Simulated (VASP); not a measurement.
Wanted: the native input for a VASP 6.6.1 run.

| Item | Value |
| --- | --- |
| Task | single point |
| Functional | PBE |
| Potentials or basis | VASP PAW PBE potentials, release 64 (B, As) |
| Cutoff | 520 eV |
| k mesh | 6 × 6 × 6 |
| Occupations | fermi-dirac, width 0.02 eV |
| Spin | no spin polarisation |
| Dipole correction | no |
| Further INCAR settings | ALGO = Normal; EDIFF = 1e-06; NBANDS = 11 |

The structure of BAs lies in POSCAR:

```
BAs
1.0
    0.0000000000      2.3052873216      2.3052873216
    2.3052873216      0.0000000000      2.3052873216
    2.3052873216      2.3052873216      0.0000000000
B As
1 1
Direct
    0.0000000000      0.0000000000      0.0000000000
    0.5000000000      0.5000000000      0.5000000000
```

One way to write it, as run:

INCAR

```
PREC = Accurate
ENCUT = 520
EDIFF = 1E-6
ISMEAR = -1
SIGMA = 0.02
LREAL = False
LASPH = True
NELM = 80
ALGO = Normal
ISIF = 2
LWAVE = False
LCHARG = False
GGA = PE
NBANDS = 11
```

KPOINTS

```
Automatic mesh
0
Gamma
  6 6 6
```

Potentials or basis: VASP PAW PBE potentials, release 64 (B, As).

Launch:

```bash
$ cat potpaw_PBE.64/B/POTCAR potpaw_PBE.64/As/POTCAR > POTCAR
$ mpirun -np 1 vasp_std > vasp.out
```

It gave:

| Quantity | Value |
| --- | --- |
| Pressure | 0.7 GPa |
| Band gap on the k mesh | zero (band 4 reaches 8.79 eV, above the bottom of band 5 at 3.91 eV) |

Caveat: the k points lie up to 0.39 Å⁻¹ apart.

Wall time 3.5 s on 1 thread of Intel(R) Xeon(R) 6975P-C (Granite Rapids), on a shared host, peak memory 0.13 GiB.
